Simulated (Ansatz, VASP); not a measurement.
## Mg: VASP beside Ansatz

```
Mg
1.0
     3.03009    0.00000    0.00000
    -1.51504    2.62413    0.00000
     0.00000    0.00000    4.88005
Mg
2
Direct
  0.33333 0.66667 0.25000
  0.66667 0.33333 0.75000
```

Alike in both runs: task single point; functional r2SCAN; k mesh 18 × 18 × 8; occupations fermi-dirac, width 0.1 eV; no spin polarisation.

```csv
,VASP,Ansatz
version,VASP 6.6.1,Ansatz 0.2.0
potentials or method,"VASP PAW PBE potentials, release 64 (Mg), cutoff 520 eV","scalar-relativistic, plane waves, PAW"
valence electrons in the cell,4,20
```

```csv
,VASP,Ansatz,Ansatz less VASP
gap on the k mesh at the Fermi level (eV),none,none,-
pressure (GPa),7.7,8.0,+0.30
```

VASP's potentials were made for PBE, not for r2SCAN. A gap of «none» marks a metal or a gap that the smearing closes. VASP's potentials hold 4 valence electrons a cell and Ansatz's 20, so a difference there can come from the potentials and not from the codes.
